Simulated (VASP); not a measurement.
Set up this calculation in VASP 6.6.1, as the native input.

- Task: single point
- Functional: PBE
- Potentials or basis: VASP PAW PBE potentials, release 64 (Ba_sv, Ti_sv, O)
- Cutoff: 520 eV
- k mesh: 6 × 6 × 5
- Occupations: fermi-dirac, width 0.05 eV
- Spin: no spin polarisation
- Dipole correction: no
- Further INCAR settings: ALGO = Normal; EDIFF = 1e-06; NBANDS = 51

The structure of BaTiO3 lies in POSCAR:

```
BaTiO3
1.0
    4.0505106741     -2.8627307636     -2.8628200270
   -4.0489091734     -2.8629894918      2.8626720788
   -4.0713744091      2.8618560979     -2.8938570292
Ba Ti O
2 2 6
Direct
    0.9915320509      0.4953639397      0.4869409124
    0.9915259029      0.9953664286     -0.0130732857
    0.4772467973      0.2382244189      0.7154877888
    0.4772580811      0.7382249384      0.2154893639
    0.5081035047      0.5090206104      0.0171159433
    0.5080929559      0.0090233817      0.5171298255
    0.5081163884      0.4983708208      0.5171004458
    0.5081113752      0.9983757682      1.0171036997
    0.0187772970      0.0090134226      0.5171254383
    0.0187956466      0.5090162706      0.0171398679
```

One way to write it, as run:

INCAR

```
SYSTEM = BaTiO3
  ALGO = Normal
  EDIFF = 1E-6
  ENCUT = 520
  GGA = PE
  ISIF = 2
  ISMEAR = -1
  LASPH = .True.
  LCHARG = .False.
  LREAL = .False.
  LWAVE = .False.
  NBANDS = 51
  NELM = 60
  PREC = Accurate
  SIGMA = 0.05
```

KPOINTS

```
k-points
0
Gamma
  6 6 5
  0 0 0
```

Potentials or basis: VASP PAW PBE potentials, release 64 (Ba_sv, Ti_sv, O).

Command:

```sh
$ cat potpaw_PBE.64/Ba_sv/POTCAR potpaw_PBE.64/Ti_sv/POTCAR potpaw_PBE.64/O/POTCAR > POTCAR
$ mpirun -np 1 vasp_std > vasp.out
```

It gave:

- Pressure: 1.6 GPa
- Largest force: 0.094 eV/Å
- Band gap on the k mesh: 2.59 eV

Caveat: spin-orbit coupling is left out, which moves the levels of the heavy elements.

It took 17 min on 1 thread of Intel(R) Xeon(R) Platinum 8259CL CPU @ 2.50GHz (Skylake/Cascade Lake) (shared host), peak memory 0.68 GiB.
